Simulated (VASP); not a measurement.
Wanted: the native input for a VASP 6.6.1 run.

```yaml
Task: single point
Functional: r2SCAN
Potentials_or_basis: VASP PAW PBE potentials, release 64 (Lu)
Cutoff: 520 eV
k_mesh: 10 × 10 × 10
Occupations: fermi-dirac, width 0.05 eV
Spin: no spin polarisation
Dipole_correction: no
Further_INCAR_settings: ALGO = Normal; EDIFF = 1e-07; NBANDS = 18
```

The system is Lu.

```
Lu
1.0
    -1.91990    1.91990    1.91990
     1.91990   -1.91990    1.91990
     1.91990    1.91990   -1.91990
Lu
1
Direct
  0.00000 0.00000 0.00000
```

This isn't the form of Lu at room conditions, which is hcp.

These files were run (other wordings do the same):

POSCAR

```
Lu
1.0
   -1.9198968194      1.9198968194      1.9198968194
    1.9198968194     -1.9198968194      1.9198968194
    1.9198968194      1.9198968194     -1.9198968194
Lu
1
Direct
    0.0000000000      0.0000000000      0.0000000000
```

INCAR.step1

```
PREC     = Accurate       # precision mode
ENCUT    = 520            # plane-wave cutoff, eV
ISMEAR   = -1             # smearing method
SIGMA    = 0.05           # smearing width, eV
LREAL    = F              # projectors in reciprocal space
LASPH    = T              # aspherical terms in the spheres
NELM     = 100            # most SCF steps
NBANDS   = 18             # bands
GGA      = PE             # functional
ALGO     = Normal         # electronic algorithm
EDIFF    = 1E-4           # SCF threshold, eV
LWAVE    = T              # write WAVECAR
LCHARG   = F              # write CHGCAR
```

INCAR.step2

```
PREC     = Accurate       # precision mode
ENCUT    = 520            # plane-wave cutoff, eV
EDIFF    = 1E-7           # SCF threshold, eV
ISMEAR   = -1             # smearing method
SIGMA    = 0.05           # smearing width, eV
LREAL    = F              # projectors in reciprocal space
LASPH    = T              # aspherical terms in the spheres
NELM     = 100            # most SCF steps
ALGO     = Normal         # electronic algorithm
ISIF     = 2              # what is computed and relaxed
LWAVE    = F              # write WAVECAR
LCHARG   = F              # write CHGCAR
METAGGA  = R2SCAN         # meta-GGA
LMIXTAU  = T            
NBANDS   = 18             # bands
ISTART   = 1
```

KPOINTS

```
regular mesh
0
Gamma
  10 10 10
```

Potentials or basis: VASP PAW PBE potentials, release 64 (Lu).

Command:

```sh
$ cat potpaw_PBE.64/Lu/POTCAR > POTCAR
$ cp INCAR.step1 INCAR
$ mpirun -np 1 vasp_std > vasp.out
$ cp INCAR.step2 INCAR
$ mpirun -np 1 vasp_std > vasp.out
```

Results of the run:

```yaml
Pressure: 2.2 GPa
Band_gap_on_the_k_mesh: zero (an odd number of electrons rules out a gap without spin polarisation)
```

Caveat: the PAW data sets were made with another functional, which shifts forces and pressure a little; spin-orbit coupling is left out, which moves the levels of the heavy elements.

It took 73 s on 1 thread of Intel(R) Xeon(R) Platinum 8488C (Sapphire Rapids), with other jobs on the host, peak memory 0.19 GiB.
